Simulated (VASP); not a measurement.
P, 1 atom in the cell. The structure is cubic, space group Pm-3m (No. 221). Conventional cell: a = 2.421 Å, b = 2.421 Å, c = 2.421 Å, α = 90.00°, β = 90.00°, γ = 90.00°. Within 3.2 Å of P (site symmetry m-3m) lie 6 P at 2.42 Å. 

```yaml
Program: VASP 6.6.1
Task: single point
Functional: PBEsol
Potentials_or_basis: VASP PAW PBE potentials, release 64 (P)
Cutoff: 500 eV
k_mesh: 18 × 18 × 18
Occupations: gaussian, width 0.1 eV
Spin: no spin polarisation
Dipole_correction: no
Further_INCAR_settings: ALGO = Normal; EDIFF = 1e-06; NBANDS = 8
```

Potentials or basis: VASP PAW PBE potentials, release 64 (P).

The run is started by

```console
$ cat potpaw_PBE.64/P/POTCAR > POTCAR
$ mpirun -np 1 vasp_std > vasp.out
```

Hardware: 1 thread of Intel(R) Xeon(R) Platinum 8488C (Sapphire Rapids), with other jobs on the host.

Question: How long does it take, and how much memory?

Answer: Wall time 8.5 s on 1 thread of Intel(R) Xeon(R) Platinum 8488C (Sapphire Rapids), on a shared host, peak memory 0.12 GiB. Counts: scf iterations 10, k points 220.
